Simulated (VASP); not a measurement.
# O2 in VASP: further runs, part 2 of 2

VASP 6.6.1.

## 3. Relaxation of the atoms, PBEsol, collinear spin, ferromagnetic start

INCAR

```
SYSTEM = O
  PREC = Accurate
  ENCUT = 520
  EDIFF = 1E-7
  ISMEAR = -1
  SIGMA = 0.02
  LREAL = .False.
  LASPH = .True.
  NELM = 150
  ALGO = Normal
  ISIF = 2
  LWAVE = .False.
  LCHARG = .False.
  ISPIN = 2
  MAGMOM = 1 1
  LORBIT = 11
  GGA = PS
  IBRION = 2
  NSW = 60
  EDIFFG = -0.02
```

KPOINTS

```
regular mesh
0
Gamma
  1 1 1
  0 0 0
```

POSCAR

```
O
1.0
    9.0000000000      0.0000000000      0.0000000000
    0.0000000000      9.5000000000      0.0000000000
    0.0000000000      0.0000000000     10.0000000000
O
2
Direct
    0.5000000000      0.5000000000      0.4385000000
    0.5000000000      0.5000000000      0.5615000000
```

Potentials or basis: VASP PAW PBE potentials, release 64 (O).

Command:

```console
> cat potpaw_PBE.64/O/POTCAR > POTCAR
> mpirun -np 1 vasp_gam > vasp.out
```

OUTCAR:

```text
SYSTEM = O
   PREC = Accurate
   ENCUT = 520
   EDIFF = 1E-7
   ISMEAR = -1
   LREAL = .False.
   LASPH = .True.
   NELM = 150
   ISIF = 2
   ISPIN = 2
   LORBIT = 11
   GGA = PS
   IBRION = 2
   NSW = 60
   EDIFFG = -0.02

 ion  position               nearest neighbor table
   1  0.500  0.500  0.438-   2 1.23
   2  0.500  0.500  0.562-   1 1.23

  LATTYP: Found a simple orthorhombic cell.
 ALAT       =     9.0000000000
 B/A-ratio  =     1.0555555556
 C/A-ratio  =     1.1111111111

  Lattice vectors:

 A1 = (   9.0000000000,   0.0000000000,   0.0000000000)
 A2 = (   0.0000000000,   9.5000000000,   0.0000000000)
 A3 = (   0.0000000000,   0.0000000000,  10.0000000000)

Analysis of symmetry for initial positions (statically):
=====================================================================
 Subroutine PRICEL returns:
 Original cell was already a primitive cell.

 Routine SETGRP: Setting up the symmetry group for a
 simple orthorhombic supercell.

 Subroutine GETGRP returns: Found  8 space group operations
 (whereof  8 operations were pure point group operations)
 out of a pool of  8 trial point group operations.

The static configuration has the point symmetry D_2h.

Analysis of symmetry for dynamics (positions and initial velocities):
=====================================================================
 Subroutine PRICEL returns:
 Original cell was already a primitive cell.

 Routine SETGRP: Setting up the symmetry group for a
 simple orthorhombic supercell.

 Subroutine GETGRP returns: Found  8 space group operations
 (whereof  8 operations were pure point group operations)
 out of a pool of  8 trial point group operations.

The dynamic configuration has the point symmetry D_2h.

Analysis of structural, dynamic, and magnetic symmetry:
=====================================================================
 Subroutine PRICEL returns:
 Original cell was already a primitive cell.

 Routine SETGRP: Setting up the symmetry group for a
 simple orthorhombic supercell.

 Subroutine GETGRP returns: Found  8 space group operations
 (whereof  8 operations were pure point group operations)
 out of a pool of  8 trial point group operations.

The overall configuration has the point symmetry D_2h.

 Subroutine INISYM returns: Found  8 space group operations
 (whereof  8 operations are pure point group operations),
 and found     1 'primitive' translations

----------------------------------------------------------------------------------------

                                     Primitive cell

  volume of cell :     855.0000

  direct lattice vectors                    reciprocal lattice vectors
     9.000000000  0.000000000  0.000000000     0.111111111  0.000000000  0.000000000
     0.000000000  9.500000000  0.000000000     0.000000000  0.105263158  0.000000000
     0.000000000  0.000000000 10.000000000     0.000000000  0.000000000  0.100000000

  length of vectors
[... 41 lines left out ...]
   number of dos      NEDOS =    301   number of ions     NIONS =      2
   total plane-waves  NPLWV = 403200
   dimension x,y,z NGX =    70 NGY =   72 NGZ =   80
   dimension x,y,z NGXF=   140 NGYF=  144 NGZF=  160
   ions per type =               2
   NGX,Y,Z   is equivalent  to a cutoff of  12.93, 12.60, 13.30 a.u.
   NGXF,Y,Z  is equivalent  to a cutoff of  25.86, 25.20, 26.60 a.u.
 SYSTEM =  O
   PREC   = accura    normal or accurate (medium, high low for compatibility)
   ISTART =      0    job   : 0-new  1-cont  2-samecut
   ICHARG =      2    charge: 1-file 2-atom 10-const
   ISPIN  =      2    spin polarized calculation?
   LNONCOLLINEAR =      F non collinear calculations
   LSORBIT =      F    spin-orbit coupling
   LASPH  =      T    aspherical Exc in radial PAW
   ENCUT  =  520.0 eV  38.22 Ry    6.18 a.u.  16.73 17.66 18.59*2*pi/ulx,y,z
   NELM   =    150;   NELMIN=  2; NELMDL= -5     # of ELM steps
   EDIFF  = 0.1E-06   stopping-criterion for ELM
   LREAL  =      F    real-space projection
   EDIFFG = -.2E-01   stopping-criterion for IOM
   NSW    =     60    number of steps for IOM
   IBRION =      2    ionic relax: 0-MD 1-quasi-New 2-CG
   NFREE  =      1    steps in history (QN), initial steepest desc. (CG)
   ISIF   =      2    stress and relaxation
   ISYM   =      2    0-nonsym 1-usesym 2-fastsym
   POTIM  = 0.5000    time-step for ionic-motion
   TEBEG  =    0.0;   TEEND  =   0.0 temperature during run
   PSTRESS=    0.0 pullay stress
   NELECT =      12.0000    total number of electrons
   NUPDOWN=      -1.0000    fix difference up-down
   EMIN   =  10.00;   EMAX   =-10.00  energy-range for DOS
   EFERMI =   0.00;   METHOD = LEGACY
   ISMEAR =    -1;   SIGMA  =   0.02  broadening in eV -4-tet -1-fermi 0-gaus
   EFERMI_NEDOS =   21; number of points for ismear=-14 and -15
   IALGO  =     38    algorithm
   IMIX   =      4    mixing-type and parameters
     AMIX     =   0.40;   BMIX     =  1.00
     AMIX_MAG =   1.60;   BMIX_MAG =  1.00
  volume/ion in A,a.u.               =     427.50      2884.91
  Fermi-wavevector in a.u.,A,eV,Ry     =   0.394893  0.746240  2.121703  0.155941
  Thomas-Fermi vector in A             =   1.339966
   LORBIT       =     11    0 simple, 1 ext, 2 COOP (PROOUT), +10 PAW based schemes
   GGA     = PS    functional components
   LHFCALC =     F    Hartree Fock is set to
   AEXX    =    0.0000 exact exchange contribution
   IVDW    =     0    specifies the selected vdW correction
   LEPSILON=     F    determine dielectric tensor
   LRPA    =     F    only Hartree local field effects (RPA)
 conjugate gradient relaxation of ions
 spin polarized calculation
  energy-cutoff  :      520.00
  volume of cell :      855.00
 maximum number of plane-waves:     11510
 NGX is ok and might be reduce to    70
   NGX = 33   NGY = 35   NGZ = 37

--------------------------------------- Ionic step        1  -------------------------------------------

 number of electron      12.0000001 magnetization       2.0000001

 Free energy of the ion-electron system (eV)
  ---------------------------------------------------
  ext. energy  EPLUGINS =         0.00000000
  ---------------------------------------------------
  free energy    TOTEN  =       -10.27744407 eV

  energy without entropy =      -10.27744407  energy(sigma->0) =      -10.27744407

------------------------ aborting loop because EDIFF is reached ----------------------------------------

  FORCE on cell =-STRESS in cart. coord.  units (eV):
  Direction    XX          YY          ZZ          XY          YZ          ZX
  --------------------------------------------------------------------------------------
  -------------------------------------------------------------------------------------
  Total       -0.0707360     -0.0705195     -0.3335393     -0.0000000      0.0000000      0.0000000
  in kB       -0.1325516     -0.1321459     -0.6250165     -0.0000000      0.0000000      0.0000000
  external PRESSURE =      -0.2965713 kB  Pullay stress =       0.0000000 kB
[... 59 lines left out ...]
--------------------------------------- Ionic step        3  -------------------------------------------

 number of electron      12.0000002 magnetization       2.0000001

 Free energy of the ion-electron system (eV)
  ---------------------------------------------------
  ext. energy  EPLUGINS =         0.00000000
  ---------------------------------------------------
  free energy    TOTEN  =       -10.27774063 eV

  energy without entropy =      -10.27774063  energy(sigma->0) =      -10.27774063

 E-fermi :  -6.2161     XC(G=0):  -0.6372

 val. band max:       -6.7594872564   @ k =   0.0000   0.0000   0.0000
 cond. band min:      -4.4982517728   @ k =   0.0000   0.0000   0.0000
 fundamental gap:      2.2612354837
 Fermi energy:        -6.2160607268

 spin component 1

 k-point     1 :       0.0000    0.0000    0.0000
  band No.  band energies     occupation
      1     -32.4959      1.00000
      2     -20.3497      1.00000
      3     -13.3220      1.00000
      4     -13.2224      1.00000
      5     -13.2224      1.00000
      6      -6.7595      1.00000
      7      -6.7595      1.00000
      8      -0.2735      0.00000
      9       0.9021      0.00000
     10       1.2729      0.00000
     11       1.2859      0.00000
 Fermi energy:        -6.2160607268

 spin component 2

 k-point     1 :       0.0000    0.0000    0.0000
  band No.  band energies     occupation
      1     -31.2369      1.00000
      2     -18.5670      1.00000
      3     -12.3015      1.00000
      4     -11.3842      1.00000
      5     -11.3842      1.00000
      6      -4.4983      0.00000
      7      -4.4982      0.00000
      8      -0.1732      0.00000
      9       1.1355      0.00000
     10       1.3270      0.00000
     11       1.4086      0.00000
[... 27 lines left out ...]
  FREE ENERGIE OF THE ION-ELECTRON SYSTEM (eV)
  ---------------------------------------------------
  free  energy   TOTEN  =       -10.2777406337 eV

  energy  without entropy=      -10.2777406337  energy(sigma->0) =      -10.27774063

 reached required accuracy - stopping structural energy minimisation

 total charge

# of ion       s       p       d       tot
------------------------------------------
    1        1.609   3.281   0.000   4.890
    2        1.609   3.281   0.000   4.890
--------------------------------------------------
tot          3.217   6.563   0.000   9.780

 magnetization (x)

# of ion       s       p       d       tot
------------------------------------------
    1        0.009   0.800   0.000   0.809
    2        0.009   0.800   0.000   0.809
--------------------------------------------------
tot          0.018   1.600   0.000   1.618
```

Wall time 8 min (1 thread of Intel Xeon 8259CL, shared host); peak memory 1.1 GiB.

Results:

| Property | Result |
| --- | --- |
| Free energy | -10.2777 eV |
| Energy gained by relaxing | 0.1 meV/atom |
| Ionic steps | 3 |
| Gap between the frontier levels | 2.26 eV |
| Net moment | 2.00 μB per cell |
| Site moments | O +0.81 μB |
| Valence electrons inside the program's atomic spheres | O 4.89 |

The path:
```tsv
step	energy change (eV)	largest force (eV/Å)	pressure (GPa)
1	0.0000	0.2102	-0.03
2	0.0117	1.4065	0.09
3	-0.0003	0.0001	-0.01
```

Final structure:
```xyz
2
Lattice="9.0000 0.0000 0.0000 0.0000 9.5000 0.0000 0.0000 0.0000 10.0000" Properties=species:S:1:pos:R:3 pbc="T T T"
O     4.5000    4.7500    4.3864
O     4.5000    4.7500    5.6136
```

Caveat: the standard files for N, O and F lose accuracy on very short bonds; the PAW data sets were made with another functional, which shifts forces and pressure a little.
